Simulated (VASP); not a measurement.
Al, 5 atoms in the cell. It takes space group Fmmm (No. 69, orthorhombic). The conventional cell has a = 3.868 Å, b = 4.019 Å, c = 4.161 Å, α = 90.00°, β = 90.00°, γ = 90.00°. Al (site symmetry mmm) has 12 Al at 2.79 to 2.89 Å within 3.7 Å. 

| Property | Result |
| --- | --- |
| Program | VASP 6.6.1 |
| Task | single point |
| Functional | PBE |
| Potentials or basis | VASP PAW PBE potentials, release 64 (Al) |
| Cutoff | 520 eV |
| k mesh | 9 × 4 × 16 |
| Occupations | gaussian, width 0.1 eV |
| Spin | no spin polarisation |
| Dipole correction | no |
| Further INCAR settings | ALGO = Fast; EDIFF = 1e-07; NBANDS = 16; ISYM = 0 |

Potentials or basis: VASP PAW PBE potentials, release 64 (Al).

Launch:

```bash
$ cat potpaw_PBE.64/Al/POTCAR > POTCAR
$ mpirun -np 1 vasp_std > vasp.out
```

Hardware: 1 thread of Intel(R) Xeon(R) 6975P-C (Granite Rapids) (shared host).

Task: Estimate the wall time of this run.

Result: It took 3.3 min on 1 thread of Intel(R) Xeon(R) 6975P-C (Granite Rapids), on a shared host, peak memory 0.41 GiB. Counts: scf iterations 14, k points 290.
